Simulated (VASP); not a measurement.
Wanted: the native input for a VASP 6.6.1 run.

```
Task                   : single point
Functional             : r2SCAN
Dispersion             : D4
Potentials or basis    : VASP PAW PBE potentials, release 64 (Al, N)
Cutoff                 : 520 eV
k mesh                 : 10 × 10 × 10
Occupations            : fermi-dirac, width 0.05 eV
Spin                   : no spin polarisation
Dipole correction      : no
Further INCAR settings : ALGO = Normal; EDIFF = 1e-06; NBANDS = 11
```

The system is AlN.

```
Al N
1.0
     0.00000    2.22683    2.22683
     2.22683    0.00000    2.22683
     2.22683    2.22683    0.00000
Al N
1 1
Direct
  0.00000 0.00000 0.00000
  0.25000 0.25000 0.25000
```

One way to write it, as run:

POSCAR

```
AlN
1.0
    0.0000000000      2.2268278375      2.2268278375
    2.2268278375      0.0000000000      2.2268278375
    2.2268278375      2.2268278375      0.0000000000
Al N
1 1
Direct
    0.0000000000      0.0000000000      0.0000000000
    0.2500000000      0.2500000000      0.2500000000
```

INCAR.step1

```
SYSTEM = AlN
PREC     = Accurate       ! precision mode
ENCUT    = 520            ! plane-wave cutoff, eV
ISMEAR   = -1             ! smearing method
SIGMA    = 0.05           ! smearing width, eV
LREAL    = .False.        ! projectors in reciprocal space
LASPH    = .True.         ! aspherical terms in the spheres
NELM     = 100            ! most SCF steps
NBANDS   = 11             ! bands
GGA      = PE             ! functional
ALGO     = Normal         ! electronic algorithm
EDIFF    = 1E-4           ! SCF threshold, eV
LWAVE    = .True.         ! write WAVECAR
LCHARG   = .False.        ! write CHGCAR
```

INCAR.step2

```
SYSTEM = AlN
PREC     = Accurate       ! precision mode
ENCUT    = 520            ! plane-wave cutoff, eV
EDIFF    = 1E-6           ! SCF threshold, eV
ISMEAR   = -1             ! smearing method
SIGMA    = 0.05           ! smearing width, eV
LREAL    = .False.        ! projectors in reciprocal space
LASPH    = .True.         ! aspherical terms in the spheres
NELM     = 100            ! most SCF steps
ALGO     = Normal         ! electronic algorithm
ISIF     = 2              ! what is computed and relaxed
LWAVE    = .False.        ! write WAVECAR
LCHARG   = .False.        ! write CHGCAR
METAGGA  = R2SCAN         ! meta-GGA
LMIXTAU  = .True.       
IVDW     = 13             ! dispersion correction
VDW_S6   = 1.0          
VDW_S8   = 0.6018749    
VDW_A1   = 0.51559235   
VDW_A2   = 5.77342911   
NBANDS   = 11             ! bands
ISTART   = 1
```

KPOINTS

```
regular mesh
0
Gamma
  10 10 10
  0 0 0
```

Potentials or basis: VASP PAW PBE potentials, release 64 (Al, N).

Run with:

```bash
$ cat potpaw_PBE.64/Al/POTCAR potpaw_PBE.64/N/POTCAR > POTCAR
$ cp INCAR.step1 INCAR
$ mpirun -np 1 vasp_std > vasp.out
$ cp INCAR.step2 INCAR
$ mpirun -np 1 vasp_std > vasp.out
```

It gave:

```yaml
Pressure: -12.6 GPa
Band_gap_on_the_k_mesh: 3.89 eV, indirect (least direct gap 4.36 eV)
Dispersion_energy_per_atom: -0.109 eV
```

Caveat: the PAW data sets were made with another functional, which shifts forces and pressure a little.

It took 20 s on 1 thread of Intel(R) Xeon(R) Platinum 8375C CPU @ 2.90GHz (Ice Lake), with other jobs on the host, peak memory 0.14 GiB.
